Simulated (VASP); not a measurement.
Input of a VASP 6.6.1 run:

The input INCAR:

```
PREC = Accurate ; ENCUT = 600
EDIFF = 1E-6 ; ISMEAR = 0
SIGMA = 0.01 ; LREAL = F
LASPH = T ; NELM = 120
ALGO = Normal ; ISIF = 2
LWAVE = F ; LCHARG = F
GGA = PE ; NBANDS = 46
GGA_COMPAT = F
```

The input KPOINTS:

```
Automatic mesh
0
Gamma
  12 12 2
```

The input POSCAR:

```
GaN
1.0
    3.2115380000      0.0000000000      0.0000000000
   -1.6057690000      2.7812730000      0.0000000000
    0.0000000000      0.0000000000     10.3568400000
Ga N
4 4
Direct
    0.0000000000      0.0000000000      0.2858680000
    0.3333333333      0.6666666667      0.5373490000
    0.6666666667      0.3333333333      0.0373490000
    0.0000000000      0.0000000000      0.7858680000
    0.3333333333      0.6666666667      0.8437450000
    0.0000000000      0.0000000000      0.5930380000
    0.6666666667      0.3333333333      0.3437450000
    0.0000000000      0.0000000000      0.0930380000
```

Potentials or basis: VASP PAW PBE potentials, release 64 (Ga_d, N).

The run is started by

```console
$ cat potpaw_PBE.64/Ga_d/POTCAR potpaw_PBE.64/N/POTCAR > POTCAR
$ mpirun -np 1 vasp_std > vasp.out
```

Problem. Predict the pressure.

Solution. -0.2 GPa.

Problem. Predict the largest force.

Solution. 0.332 eV/Å.

Forces in eV/Å, atoms in the order of the input:
```
Ga   0.000  0.000  0.022
Ga   0.000  0.000 -0.142
Ga   0.000  0.000 -0.142
Ga   0.000  0.000  0.022
N    0.000  0.000  0.332
N    0.000  0.000 -0.212
N    0.000  0.000  0.332
N    0.000  0.000 -0.212
```
